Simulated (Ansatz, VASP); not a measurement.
# Rh: VASP beside Ansatz

```xyz
4
Lattice="2.6917 0.0000 0.0000 -1.3459 2.3311 0.0000 0.0000 0.0000 8.7981" Properties=species:S:1:pos:R:3 pbc="T T T"
Rh    0.0000    0.0000    0.0000
Rh    0.0000    1.5541    2.1995
Rh    0.0000    0.0000    4.3990
Rh    1.3459    0.7770    6.5986
```

Alike in both runs: task relaxation of cell and atoms; functional LDA; k mesh 12 × 12 × 2; occupations gaussian, width 0.1 eV; no spin polarisation.

```csv
,VASP,Ansatz
version,VASP 6.6.1,Ansatz 0.2.0
potentials or method,"VASP PAW LDA potentials, release 64 (Rh_pv), cutoff 600 eV","scalar-relativistic, plane waves, PAW"
valence electrons in the cell,60,68
```

Ansatz gave:

```
gap on the k mesh at the Fermi level, each at its own relaxed structure (eV) : none
relaxed volume (Å³/atom)                                                     : 13.24
relaxed length of the cell vector where the two differ most in proportion (Å)              : 8.659
```

**Question.** What did VASP give for the same quantities?

**Answer.** gap on the k mesh at the Fermi level, each at its own relaxed structure (eV): none; relaxed volume (Å³/atom): 13.28; relaxed length of the cell vector where the two differ most in proportion (Å): 8.679.

LDA's correlation is that of Perdew and Zunger in VASP and of Perdew and Wang (1992) in Ansatz. A gap of «none» marks a metal or a gap that the smearing closes. VASP's potentials hold 60 valence electrons a cell and Ansatz's 68, so a difference there can come from the potentials and not from the codes.
